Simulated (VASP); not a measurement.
# NaH (I4/mmm) in VASP: further runs, part 2 of 2

VASP 6.6.1. The steps go on from the part before.

## Step 4: Electric field gradients, PBEsol (equal xx and yy strain of -1 %)

INCAR reads:

```
ALGO = Normal
EDIFF = 1E-8
ENCUT = 400
GGA = PS
GGA_COMPAT = F
ISIF = 2
ISMEAR = -1
LASPH = T
LCHARG = F
LEFG = T
LREAL = F
LWAVE = F
NBANDS = 11
NELM = 120
PREC = Accurate
SIGMA = 0.03
```

KPOINTS reads:

```
k-points
0
Gamma
  9 9 9
```

POSCAR reads:

```
NaH
1.0
    0.0000000000      2.4156000000      2.4400000000
    2.4156000000      0.0000000000      2.4400000000
    2.4156000000      2.4156000000      0.0000000000
Na H
1 1
Direct
    0.0000000000      0.0000000000      0.0000000000
    0.5000000000      0.5000000000      0.5000000000
```

Potentials or basis: VASP PAW PBE potentials, release 64 (Na_pv, H).

Launch:

```
cat potpaw_PBE.64/Na_pv/POTCAR potpaw_PBE.64/H/POTCAR > POTCAR
mpirun -np 1 vasp_std > vasp.out
```

OUTCAR:

```text
EDIFF = 1E-8
   ENCUT = 400
   GGA = PS
   ISIF = 2
   ISMEAR = -1
   LASPH = T
   LREAL = F
   NELM = 120
   PREC = Accurate

 ion  position               nearest neighbor table
   1  0.000  0.000  0.000-
   2  0.500  0.500  0.500-

  LATTYP: Found a body centered tetragonal cell.
 ALAT       =     3.4161742813
 C/A-ratio  =     1.4284985479

  Lattice vectors:

 A1 = (  -2.4156000000,   0.0000000000,   2.4400000000)
 A2 = (   2.4156000000,   0.0000000000,   2.4400000000)
 A3 = (   0.0000000000,   2.4156000000,  -2.4400000000)
[... 546 lines left out ...]
  ---------------------------------------------------
  free  energy   TOTEN  =        -5.0809236284 eV

  energy  without entropy=       -5.0809236284  energy(sigma->0) =       -5.08092363

 Electric field gradients (V/A^2)
---------------------------------------------------------------------
 ion       V_xx      V_yy      V_zz      V_xy      V_xz      V_yz
---------------------------------------------------------------------
   1      -0.458    -0.458     0.916     0.002     0.002     0.002
   2       0.050     0.050    -0.100    -0.001    -0.001    -0.001
---------------------------------------------------------------------

 Electric field gradients after diagonalization (V/A^2)
 (convention: |V_zz| > |V_xx| > |V_yy|)
----------------------------------------------------------------------
 ion       V_xx      V_yy      V_zz     asymmetry (V_yy - V_xx)/ V_zz
----------------------------------------------------------------------
   1      -0.460    -0.456     0.916       0.004
   2       0.051     0.049    -0.100       0.019
----------------------------------------------------------------------

           NMR quadrupolar parameters

 Cq : quadrupolar parameter    Cq=e*Q*V_zz/h
 eta: asymmetry parameters     (V_yy - V_xx)/ V_zz
 Q  : nuclear electric quadrupole moment in mb (millibarn)
----------------------------------------------------------------------
 ion       Cq(MHz)       eta       Q (mb)
----------------------------------------------------------------------
   1       0.002       0.004       1.000
   2      -0.000       0.019       1.000
----------------------------------------------------------------------
```

OSZICAR:

```text
N       E                     dE             d eps       ncg     rms          rms(c)
DAV:   1     0.315935692218E+02    0.31594E+02   -0.40422E+03  1656   0.614E+02
DAV:   2    -0.444070725166E+01   -0.36034E+02   -0.35479E+02  1719   0.165E+02
DAV:   3    -0.544599725017E+01   -0.10053E+01   -0.10042E+01  2006   0.283E+01
DAV:   4    -0.545237560446E+01   -0.63784E-02   -0.63779E-02  1895   0.221E+00
DAV:   5    -0.545243404153E+01   -0.58437E-04   -0.58437E-04  1914   0.219E-01    0.288E+00
DAV:   6    -0.515819293142E+01    0.29424E+00   -0.29619E-01  2001   0.317E+00    0.134E+00
DAV:   7    -0.507845608930E+01    0.79737E-01   -0.27000E-01  1878   0.221E+00    0.330E-01
DAV:   8    -0.508095417450E+01   -0.24981E-02   -0.65701E-03  1833   0.947E-01    0.607E-02
DAV:   9    -0.508093090465E+01    0.23270E-04   -0.69094E-04  2051   0.313E-01    0.189E-02
DAV:  10    -0.508092252624E+01    0.83784E-05   -0.39579E-05  1799   0.406E-02    0.291E-03
DAV:  11    -0.508092348866E+01   -0.96242E-06   -0.10809E-06  1963   0.584E-03    0.212E-03
DAV:  12    -0.508092361322E+01   -0.12456E-06   -0.10215E-07  1842   0.193E-03    0.195E-04
DAV:  13    -0.508092362560E+01   -0.12384E-07   -0.50803E-09  1420   0.430E-04    0.101E-04
DAV:  14    -0.508092362838E+01   -0.27785E-08   -0.23333E-10   945   0.118E-04
   1 F= -.50809236E+01 E0= -.50809236E+01  d E =-.281175E-10
```

stdout:

```text
POSCAR found type information on POSCAR NaH
 POSCAR found :  2 types and       2 ions
 scaLAPACK will be used
 -----------------------------------------------------------------------------
|                                                                             |
|                                                                             |
|     You enforced a specific xc type in the INCAR file but a different       |
|     I HOPE YOU KNOW WHAT YOU ARE DOING!                                     |
|                                                                             |
 -----------------------------------------------------------------------------

 LDA part: xc-table for (Slater+PW92), standard interpolation
 POSCAR, INCAR and KPOINTS ok, starting setup
 FFT: planning ... GRIDC
 FFT: planning ... GRID_SOFT
 FFT: planning ... GRID
 WAVECAR not read
 entering main loop
ion   1

ion   2
```

It took 14 s on 1 thread of Intel Xeon 8259CL, shared host; peak memory 0.14 GiB.

What came out:

| Quantity | Value |
| --- | --- |
| Free energy | -5.0809 eV |
| Pressure | -1.3 GPa |
| Band gap on the k mesh | 3.84 eV (least direct gap 4.58 eV) |
| Largest electric field gradient by atom | Na +0.9; H -0.1 V/Å² |

Stress tensor (GPa, compression positive):
```
-1.15  0.00  0.00
 0.00 -1.15  0.00
 0.00  0.00 -1.46
```

Levels at points of the mesh, in eV from the valence-band top:
| k point | band 2 | band 3 | band 4 | band 5 | band 6 | band 7 |
| --- | --- | --- | --- | --- | --- | --- |
| (0.00, 0.00, 0.00) | -21.96 | -21.96 | -3.64 | 10.39 | 15.35 | 15.40 |

Electric field gradients, principal values (V/Å²):
```tsv
atom	least	middle	greatest (by size)
1 Na	-0.456	-0.460	0.916
2 H	0.049	0.051	-0.100
```

Caveat: the cell differs from its parent crystal (equal xx and yy strain of -1 %); without QUAD_EFG the Cq values of the log hold for a quadrupole moment of 1 mb, not for the nuclei; the PAW data sets were made with another functional, which shifts forces and pressure a little. A k mesh can miss the band edges.
